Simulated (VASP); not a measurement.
Write the native input for VASP 6.6.1 that does the following.

| Property | Result |
| --- | --- |
| Task | single point |
| Functional | PBEsol |
| Potentials or basis | VASP PAW PBE potentials, release 64 (Al, Co) |
| Cutoff | 520 eV |
| k mesh | 16 × 16 × 16 |
| Occupations | fermi-dirac, width 0.1 eV |
| Spin | no spin polarisation |
| Dipole correction | no |
| Further INCAR settings | ALGO = Normal; EDIFF = 1e-07; NBANDS = 13 |

The structure of AlCo lies in POSCAR:

```
AlCo
1.0
    2.8186632470      0.0000000000      0.0000000000
    0.0000000000      2.8186632470      0.0000000000
    0.0000000000      0.0000000000      2.8186632470
Al Co
1 1
Direct
    0.0000000000      0.0000000000      0.0000000000
    0.5000000000      0.5000000000      0.5000000000
```

One way to write it, as run:

INCAR

```
PREC = Accurate ; ENCUT = 520
EDIFF = 1E-7 ; ISMEAR = -1
SIGMA = 0.1 ; LREAL = False
LASPH = True ; NELM = 80
ALGO = Normal ; ISIF = 2
LWAVE = False ; LCHARG = False
GGA = PS ; NBANDS = 13
```

KPOINTS

```
Automatic mesh
0
Gamma
  16 16 16
```

Potentials or basis: VASP PAW PBE potentials, release 64 (Al, Co).

Command:

```sh
$ cat potpaw_PBE.64/Al/POTCAR potpaw_PBE.64/Co/POTCAR > POTCAR
$ mpirun -np 1 vasp_std > vasp.out
```

Results of the run:

The pressure is 1.1 GPa and the band gap on the k mesh is zero (band 6 reaches 13.26 eV, above the bottom of band 7 at 10.63 eV).

Caveat: the PAW data sets were made with another functional, which shifts forces and pressure a little.

Wall time 69 s on 1 thread of AMD EPYC 7R13, on a shared host, peak memory 0.15 GiB.
